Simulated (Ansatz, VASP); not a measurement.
# Co in VASP and in Ansatz

INCAR

```
SYSTEM = Co
PREC = Accurate ; ENCUT = 520
EDIFF = 1E-6 ; ISMEAR = -1
SIGMA = 0.1 ; LREAL = .False.
LASPH = .True. ; NELM = 150
ALGO = Normal ; ISIF = 2
LWAVE = .False. ; LCHARG = .True.
ISPIN = 2 ; MAGMOM = 3 3
LORBIT = 11 ; LMAXMIX = 4
GGA = PS ; LELF = .True.
LVHAR = .True. ; NBANDS = 20
```

Contents of KPOINTS:

```
regular mesh
0
Gamma
  14 14 8
  0 0 0
```

File POSCAR:

```
Co
1.0
    2.5359998200      0.0000000000      0.0000000000
   -1.2679999100      2.1962402600      0.0000000000
    0.0000000000      0.0000000000      4.1360000000
Co
2
Direct
    0.3333333300      0.6666666700      0.2500000000
    0.6666666700      0.3333333300      0.7500000000
```

Input for Ansatz:

```yaml
crystal:
  lattice:
    - [2.53599982, 0.0, 0.0]
    - [-1.26799991, 2.19624026, 0.0]
    - [0.0, 0.0, 4.136]
  atoms:
    - { symbol: Co, position: [0.33333333, 0.66666667, 0.25], spin: 3.0 }
    - { symbol: Co, position: [0.66666667, 0.33333333, 0.75], spin: 3.0 }
magnetization:
  spin_polarized: true
hamiltonian:
  xc: pbesol
  pseudopotentials: { kind: paw }
basis:
  ecutwfc: 420
kpoints:
  mp_grid: { grid: [14, 14, 8] }
scf:
  occupations: { method: fermi_dirac, width: 0.1 }
  lower_state_search: "off"
output:
  forces: true
  stress: true
```

Alike in both runs: task single point; functional PBEsol; k mesh 14 × 14 × 8; occupations fermi-dirac, width 0.1 eV; collinear spin.

```csv
,VASP,Ansatz
version,VASP 6.6.1,Ansatz 0.2.0
potentials or method,"VASP PAW PBE potentials, release 64 (Co), cutoff 520 eV","PAW, plane waves, scalar-relativistic"
valence electrons in the cell,18,34
```

Ansatz gave:

```
pressure (GPa)                                                : -19.5
traceless stress, the component that is largest in VASP (GPa) : -1.19
net moment per atom (μB)                                      : 1.67
size of the moment on the site where the two differ most (μB) : 1.74
```

Estimate VASP's values.

pressure (GPa): -20.0; traceless stress, the component that is largest in VASP (GPa): -1.26; net moment per atom (μB): 1.65; size of the moment on the site where the two differ most (μB): 1.68.

VASP's potentials were made for PBE, not for PBEsol. Site moments also hang on the region over which each program counts them. VASP's potentials hold 18 valence electrons a cell and Ansatz's 34, so a difference there can come from the potentials and not from the codes.
